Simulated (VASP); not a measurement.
Runs of VASP 6.6.1 on Cd. The structure is that of space group I4/mmm (No. 139), or close to it. The cells are those of the table. 

| cell | gap on the mesh (eV) | pressure (GPa) |
| --- | --- | --- |
| a = 3.060, b = 3.060, c = 3.137 Å, angles 59.2, 59.2, 61.7°, 1 atom | none | (a) |
| a = 3.141, b = 3.141, c = 3.294 Å, angles 58.4, 58.4, 63.2°, 1 atom | none | -1.9 |
| a = 3.141, b = 3.141, c = 2.980 Å, angles 61.7, 61.7, 56.6°, 1 atom | none | 3.8 |
| a = 3.216, b = 3.216, c = 3.294 Å, angles 59.2, 59.2, 61.6°, 1 atom | none | -3.8 |

Alike in all rows: task single point; level r2SCAN; potentials or basis VASP PAW PBE potentials, release 64 (Cd); no spin polarisation; k mesh 18 × 18 × 18; cutoff (eV) 520; smearing gaussian 0.15 eV.

Q: Estimate the missing entries.

A: (a) 3.3.

Caveats: the PAW data sets were made with another functional, which shifts forces and pressure a little; the cell stands under pressure (at least some runs); the stress differs along the axes, from 0 to 6 GPa (at least some runs); the cell stands under tension (at least some runs).

A k mesh can miss the band edges, and the runs leave out spin-orbit coupling on Cd.

A gap of «none» marks levels without a gap at the run's occupations.
